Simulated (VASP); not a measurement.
Input of a VASP 6.6.1 run:

Contents of POSCAR:

```
TiAl3
1.0
    3.9556712500      0.0000000000      0.0000000000
    0.0000000000      3.9556712500      0.0000000000
    0.0000000000      0.0000000000      3.9556712500
Ti Al
1 3
Direct
    0.0000000000      0.0000000000      0.0000000000
    0.0000000000      0.5000000000      0.5000000000
    0.5000000000      0.0000000000      0.5000000000
    0.5000000000      0.5000000000      0.0000000000
```

INCAR.step1

```
PREC     = Accurate       # precision mode
ENCUT    = 520            # plane-wave cutoff, eV
ISMEAR   = -1             # smearing method
SIGMA    = 0.05           # smearing width, eV
LREAL    = F              # projectors in reciprocal space
LASPH    = T              # aspherical terms in the spheres
NELM     = 100            # most SCF steps
NBANDS   = 18             # bands
GGA      = PE             # functional
ALGO     = Normal         # electronic algorithm
EDIFF    = 1E-4           # SCF threshold, eV
LWAVE    = T              # write WAVECAR
LCHARG   = F              # write CHGCAR
```

File INCAR.step2:

```
PREC     = Accurate       # precision mode
ENCUT    = 520            # plane-wave cutoff, eV
EDIFF    = 1E-6           # SCF threshold, eV
ISMEAR   = -1             # smearing method
SIGMA    = 0.05           # smearing width, eV
LREAL    = F              # projectors in reciprocal space
LASPH    = T              # aspherical terms in the spheres
NELM     = 100            # most SCF steps
ALGO     = Normal         # electronic algorithm
ISIF     = 2              # what is computed and relaxed
LWAVE    = F              # write WAVECAR
LCHARG   = T              # write CHGCAR
METAGGA  = R2SCAN         # meta-GGA
LMIXTAU  = T            
LELF     = T              # ELF
LVHAR    = T            
NBANDS   = 18             # bands
ISTART   = 1
```

Contents of KPOINTS:

```
regular mesh
0
Gamma
  7 7 7
```

Potentials or basis: VASP PAW PBE potentials, release 64 (Ti_sv, Al).

The run is started by

```bash
$ cat potpaw_PBE.64/Ti_sv/POTCAR potpaw_PBE.64/Al/POTCAR > POTCAR
$ cp INCAR.step1 INCAR
$ mpirun -np 1 vasp_std > vasp.out
$ cp INCAR.step2 INCAR
$ mpirun -np 1 vasp_std > vasp.out
```

(1) Estimate the pressure.

Results:

(1) -0.1 GPa.

Caveat: the PAW data sets were made with another functional, which shifts forces and pressure a little.
